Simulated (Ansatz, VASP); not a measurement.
**SnO in VASP and in Ansatz**

INCAR

```
PREC = Accurate
ENCUT = 520
EDIFF = 1E-6
ISMEAR = 0
SIGMA = 0.05
LREAL = F
LASPH = T
NELM = 100
ALGO = Normal
ISIF = 2
LWAVE = F
LCHARG = F
LDIPOL = T
IDIPOL = 3
DIPOL = 0.5 0.5 0.408
GGA = PE
IVDW = 12
NBANDS = 50
```

KPOINTS

```
Automatic mesh
0
Gamma
  7 7 1
```

Contents of POSCAR:

```
SnO
1.0
    3.8201527101      0.0002954416      0.0000000000
   -0.0003145269      3.8201527086      0.0000000000
    0.0000000000      0.0000000000     22.2260751773
Sn O
4 4
Direct
    0.9999452874      0.9999452874      0.2024648960
    0.4999452874      0.4999452874      0.3087831537
    0.6249452874      0.9999452874      0.5067488299
    1.1249452874      1.4999452874      0.6130670876
    0.9999461031      0.4999461031      0.2556240249
    0.4999461031      0.9999461031      0.2556240249
    0.6249444717      1.4999444717      0.5599079587
    1.1249444717      0.9999444717      0.5599079587
```

Input for Ansatz:

```yaml
crystal:
  lattice:
    - [3.8201527101, 0.0002954416, 0.0]
    - [-0.0003145269, 3.8201527086, 0.0]
    - [0.0, 0.0, 22.2260751773]
  atoms:
    - { symbol: Sn, position: [0.9999452874, 0.9999452874, 0.202464896] }
    - { symbol: O, position: [0.9999461031, 0.4999461031, 0.2556240249] }
    - { symbol: O, position: [0.4999461031, 0.9999461031, 0.2556240249] }
    - { symbol: Sn, position: [0.4999452874, 0.4999452874, 0.3087831537] }
    - { symbol: Sn, position: [0.6249452874, 0.9999452874, 0.5067488299] }
    - { symbol: O, position: [0.6249444717, 1.4999444717, 0.5599079587] }
    - { symbol: O, position: [1.1249444717, 0.9999444717, 0.5599079587] }
    - { symbol: Sn, position: [1.1249452874, 1.4999452874, 0.6130670876] }
basis:
  ecutwfc: 420
kpoints:
  mp_grid: { grid: [7, 7, 1] }
hamiltonian:
  xc: pbe
  pseudopotentials: { kind: paw, azcp: { folder: soft_1 } }
  dispersion: d3bj
scf:
  occupations: { method: gaussian, width: 0.05 }
output:
  forces: true
  eigenvalues: true
  write_density: true
  write_potential: true
  elf: true
  volumetric_format: npy
efield:
  axis: 3
  dipole_correction: true
  ramp_width: 0.04
```

Alike in both runs: task single point; functional PBE; dispersion D3(BJ); k mesh 7 × 7 × 1; occupations gaussian, width 0.05 eV; no spin polarisation.

|  | VASP | Ansatz |
| --- | --- | --- |
| version | VASP 6.6.1 | Ansatz 0.2.0 |
| potentials or method | VASP PAW PBE potentials, release 64 (Sn_d, O), cutoff 520 eV | scalar-relativistic, plane waves, PAW |
| valence electrons in the cell | 80 | 80 |

Ansatz gave:

| Quantity | Value |
| --- | --- |
| gap on the k mesh at the Fermi level (eV) | 2.63 |
| least direct gap on the mesh (eV) | 2.66 |
| rms of the force components (eV/Å) | 0.017 |

Task: Which values does VASP return?

Result: gap on the k mesh at the Fermi level (eV): 2.59; least direct gap on the mesh (eV): 2.61; rms of the force components (eV/Å): 0.051.

Ansatz's warnings: structure snapped to symmetry, xc potential rough in thin density.
